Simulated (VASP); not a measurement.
A run of VASP 6.6.1:

File INCAR:

```
PREC = Accurate
ENCUT = 600
EDIFF = 1E-6
ISMEAR = 0
SIGMA = 0.1
LREAL = F
LASPH = T
NELM = 100
ALGO = Normal
ISIF = 3
LWAVE = F
LCHARG = F
GGA = PE
IBRION = 2
NSW = 100
EDIFFG = -0.01
```

Contents of KPOINTS:

```
regular mesh
0
Gamma
  12 12 8
```

Contents of POSCAR:

```
GaAs
1.0
    4.1641325600      0.0000000000      0.0000000000
    0.0000000000      4.1641325600      0.0000000000
    0.0000000000      0.0000000000      5.8889727500
Ga As
2 2
Direct
    0.5000000000      0.5000000000      0.2500000000
    0.5000000000      0.5000000000      0.7500000000
    0.0000000000      0.5000000000      0.0000000000
    0.5000000000      0.0000000000      0.5000000000
```

Potentials or basis: VASP PAW PBE potentials, release 64 (Ga_d, As).

Run with:

```sh
$ cat potpaw_PBE.64/Ga_d/POTCAR potpaw_PBE.64/As/POTCAR > POTCAR
$ mpirun -np 1 vasp_std > vasp.out
```

Hardware: 1 thread of Intel(R) Xeon(R) Platinum 8375C CPU @ 2.90GHz (Ice Lake) (shared host).

Task: How long does it take, and how much memory?

Result: Run time: 35 min on 1 thread of Intel(R) Xeon(R) Platinum 8375C CPU @ 2.90GHz (Ice Lake) (shared host), peak memory 0.52 GiB. Counts: scf iterations 78, k points 140, ion steps 10.
